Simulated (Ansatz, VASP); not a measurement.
# TiO2: VASP beside Ansatz

```
CELL_PARAMETERS angstrom
3.77771 0.00000 0.00000
0.00000 3.77771 0.00000
-0.09584 0.00000 9.58403
ATOMIC_POSITIONS crystal
Ti 0.99743 0.50000 0.74999
Ti 0.50257 0.50000 0.00001
Ti 0.49743 0.00000 0.24999
Ti 0.00257 0.00000 0.50001
O 0.00175 0.50000 0.95724
O 0.49825 0.50000 0.79276
O 0.50375 0.00000 0.04276
O 0.99625 0.00000 0.70724
O 0.50175 0.00000 0.45724
O 0.99825 0.00000 0.29276
O 0.00375 0.50000 0.54276
O 0.49625 0.50000 0.20724
```

Change from the starting cell: shear of c along a, cell held, atoms relaxed: -1.0 %.

Alike in both runs: functional r2SCAN; k mesh 6 × 6 × 4; occupations gaussian, width 0.02 eV; no spin polarisation.

Ansatz relaxed the structure, and its values are those at the end. VASP's run is a single point on that final structure, the one shown.

|  | VASP | Ansatz |
| --- | --- | --- |
| version | VASP 6.6.1 | Ansatz 0.2.0 |
| potentials or method | VASP PAW PBE potentials, release 64 (Ti_sv, O), cutoff 520 eV | scalar-relativistic, plane waves, PAW |
| valence electrons in the cell | 96 | 96 |

```tsv
	VASP	Ansatz	Ansatz less VASP
gap on the k mesh at the Fermi level (eV)	2.60	2.58	-0.022
least direct gap on the mesh (eV)	2.68	2.65	-0.028
pressure (GPa)	1.2	0.0	-1.21
rms of the force components (eV/Å)	0.016	0.003	-0.0125
```

VASP's potentials were made for PBE, not for r2SCAN. Ansatz's warnings: stress scf threshold loose.
